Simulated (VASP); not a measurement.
A run of VASP 6.6.1 is set up as follows.

INCAR

```
  PREC = Accurate
  ENCUT = 520
  EDIFF = 1E-6
  ISMEAR = 0
  SIGMA = 0.02
  LREAL = F
  LASPH = T
  NELM = 150
  ALGO = Normal
  ISIF = 2
  LWAVE = F
  LCHARG = F
  ISPIN = 2
  MAGMOM = 0.5 0
  LORBIT = 11
  LMAXMIX = 4
  LDAU = T
  LDAUTYPE = 2
  LDAUL = 2 -1
  LDAUU = 3.32 0
  LDAUJ = 0 0
  LDAUPRINT = 1
  GGA = PE
  NBANDS = 18
```

KPOINTS

```
Automatic mesh
0
Gamma
  12 12 12
```

The input POSCAR:

```
CoO
1.0
   -1.5080001529      1.5080001529      2.1072499549
    1.5080001529     -1.5080001529      2.1072499549
    1.5080001529      1.5080001529     -2.1072499549
Co O
1 1
Direct
    0.0000000000      0.0000000000      0.0000000000
    0.5000000000      0.5000000000      0.0000000000
```

Potentials or basis: VASP PAW PBE potentials, release 64 (Co, O).

Launch:

```bash
$ cat potpaw_PBE.64/Co/POTCAR potpaw_PBE.64/O/POTCAR > POTCAR
$ mpirun -np 1 vasp_std > vasp.out
```

(1) Estimate the net moment.

(2) What does it give for the pressure?

Answers

(1) 3.00 μB per cell.

(2) 0.5 GPa.

Caveat: a cell with one magnetic atom can't hold antiferromagnetic order, which such compounds often take.
